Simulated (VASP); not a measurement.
## C: density of states with PBE

C, a slab with vacuum:

```xyz
4
Lattice="2.4562 0.0000 0.0000 -1.2281 2.1271 0.0000 0.0000 0.0000 23.5238" Properties=species:S:1:pos:R:3 pbc="T T T"
C     0.0000    1.4181    7.5000
C     1.2281    0.7090    7.5000
C     0.0000    1.4181   16.0238
C     1.2281    0.7090   16.0238
```

```
Program                 : VASP 6.6.1
Task                    : density of states
Functional              : PBE
Potentials or basis     : VASP PAW PBE potentials, release 64 (C)
Cutoff                  : 520 eV
k mesh                  : 12 × 12 × 1
Occupations             : fermi-dirac, width 0.05 eV
Spin                    : no spin polarisation
Dipole correction       : no
k mesh for the DOS      : 18 × 18 × 1
Occupations for the DOS : tetrahedron
Further INCAR settings  : ALGO = Normal; EDIFF = 1e-06
```

The valence electrons inside the program's atomic spheres are C 2.66.

Levels at points of the mesh, in eV from the Fermi level:
| k point | band 6 | band 7 | band 8 | band 9 | band 10 | band 11 |
| --- | --- | --- | --- | --- | --- | --- |
| (0.00, 0.00, 0.00) | -3.04 | -3.04 | -3.04 | 3.06 | 3.39 | 3.85 |
| (0.50, 0.00, 0.00) | -6.46 | -2.38 | -2.38 | 1.68 | 1.68 | 7.48 |

It took 38 s on 1 thread of Intel(R) Xeon(R) 6975P-C (Granite Rapids), on a shared host, peak memory 0.22 GiB.
